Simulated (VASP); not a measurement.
NbSi: electric field gradients with PBE

NbSi:

```
Nb Si
1.0
     0.00000    2.57383    2.57383
     2.57383    0.00000    2.57383
     2.57383    2.57383    0.00000
Nb Si
1 1
Direct
  0.00000 0.00000 0.00000
  0.50000 0.50000 0.50000
```

- Program: VASP 6.6.1
- Task: electric field gradients
- Functional: PBE
- Potentials or basis: VASP PAW PBE potentials, release 64 (Nb_sv, Si)
- Cutoff: 520 eV
- k mesh: 9 × 9 × 9
- Occupations: fermi-dirac, width 0.05 eV
- Spin: no spin polarisation
- Dipole correction: no
- Further INCAR settings: ALGO = Normal; EDIFF = 1e-08; NBANDS = 16

```yaml
Pressure: -0.2 GPa
```

Levels at points of the mesh, in eV from the Fermi level:
| k point | band 5 | band 6 | band 7 | band 8 | band 9 | band 10 | band 11 | band 12 | band 13 | band 14 |
| --- | --- | --- | --- | --- | --- | --- | --- | --- | --- | --- |
| (0.00, 0.00, 0.00) | -10.65 | -1.22 | -1.22 | -1.22 | -0.69 | -0.69 | 2.44 | 2.44 | 2.44 | 8.33 |

Run time: 26 s on 1 thread of Intel Xeon 6975P-C, on a shared host, peak memory 0.16 GiB.

Caveat: without QUAD_EFG the Cq values of the log hold for a quadrupole moment of 1 mb, not for the nuclei.
